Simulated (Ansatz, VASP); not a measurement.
# Te2Mo in VASP and in Ansatz

The input INCAR:

```
PREC = Accurate ; ENCUT = 520
EDIFF = 1E-6 ; ISMEAR = 0
SIGMA = 0.05 ; LREAL = False
LASPH = True ; NELM = 60
ALGO = Normal ; ISIF = 2
LWAVE = False ; LCHARG = False
GGA = CA ; NBANDS = 20
```

Contents of KPOINTS:

```
Automatic mesh
0
Gamma
  12 12 2
```

File POSCAR:

```
Te2Mo
1.0
    3.7026421266      0.0000000000      0.0000000000
   -1.8513210633      3.2065821427      0.0000000000
    0.0000000000      0.0000000000     18.2250201328
Te Mo
2 1
Direct
    0.3333333333      0.6666666667      0.8978554500
    0.3333333333      0.6666666667      0.1021445500
    0.0000000000      0.0000000000      0.0000000000
```

Input for Ansatz:

```yaml
crystal:
  lattice:
    - [3.7026421266, 0.0, 0.0]
    - [-1.8513210633, 3.2065821427, 0.0]
    - [0.0, 0.0, 18.2250201328]
  atoms:
    - { symbol: Te, position: [0.3333333333, 0.6666666667, 0.89785545] }
    - { symbol: Te, position: [0.3333333333, 0.6666666667, 0.10214455] }
    - { symbol: Mo, position: [0.0, 0.0, 0.0] }
basis:
  ecutwfc: 420
kpoints:
  mp_grid: { grid: [12, 12, 2] }
hamiltonian:
  xc: lda
scf:
  occupations: { method: gaussian, width: 0.05 }
output:
  forces: true
  stress: true
  eigenvalues: true
```

Change from the starting cell: strain +0.040 along x and y, +0.040 along z, atoms carried along.

Alike in both runs: task single point; functional LDA; k mesh 12 × 12 × 2; occupations gaussian, width 0.05 eV; no spin polarisation.

```csv
,VASP,Ansatz
version,VASP 6.6.1,Ansatz 0.2.0
potentials or method,"VASP PAW LDA potentials, release 64 (Te, Mo_sv), cutoff 520 eV","scalar-relativistic, plane waves, PAW"
valence electrons in the cell,26,46
```

Ansatz gave:

```
gap on the k mesh at the Fermi level (eV) : 0.87
least direct gap on the mesh (eV)         : 0.87
rms of the force components (eV/Å)        : 0.824
```

Task: Which values does VASP return?

Result: gap on the k mesh at the Fermi level (eV): 0.88; least direct gap on the mesh (eV): 0.88; rms of the force components (eV/Å): 0.807.

LDA's correlation is that of Perdew and Zunger in VASP and of Perdew and Wang (1992) in Ansatz. Atom by atom the forces differ by 0.017 eV/Å (rms over components). VASP's potentials hold 26 valence electrons a cell and Ansatz's 46, so a difference there can come from the potentials and not from the codes.

Spin-orbit coupling is off throughout.
